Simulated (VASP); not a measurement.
A run of VASP 6.6.1:

File INCAR:

```
PREC     = Accurate       # precision mode
ENCUT    = 520            # plane-wave cutoff, eV
EDIFF    = 1E-6           # SCF threshold, eV
ISMEAR   = -1             # smearing method
SIGMA    = 0.1            # smearing width, eV
LREAL    = False          # projectors in reciprocal space
LASPH    = True           # aspherical terms in the spheres
NELM     = 60             # most SCF steps
ALGO     = Normal         # electronic algorithm
ISIF     = 2              # what is computed and relaxed
LWAVE    = False          # write WAVECAR
LCHARG   = False          # write CHGCAR
GGA      = B5             # functional
ALDAX    = 1.0          
AGGAX    = 1.0          
AGGAC    = 1.0          
ALDAC    = 0.0          
NBANDS   = 16             # bands
```

KPOINTS

```
Automatic mesh
0
Gamma
  9 9 5
```

The input POSCAR:

```
K
1.0
    4.6292358455      0.0000000000      0.0000000000
   -2.3146179227      4.0090358423      0.0000000000
    0.0000000000      0.0000000000      7.5278183463
K
2
Direct
    0.3333333333      0.6666666667      0.2500000000
    0.6666666667      0.3333333333      0.7500000000
```

Potentials or basis: VASP PAW PBE potentials, release 64 (K_sv).

Run with:

```console
$ cat potpaw_PBE.64/K_sv/POTCAR > POTCAR
$ mpirun -np 1 vasp_std > vasp.out
```

Hardware: 1 thread of Intel(R) Xeon(R) Platinum 8488C (Sapphire Rapids), with other jobs on the host.

How long does it take, and how much memory?

Wall time 49 s on 1 thread of Intel(R) Xeon(R) Platinum 8488C (Sapphire Rapids) (shared host), peak memory 0.26 GiB. Counts: scf iterations 12, k points 36.
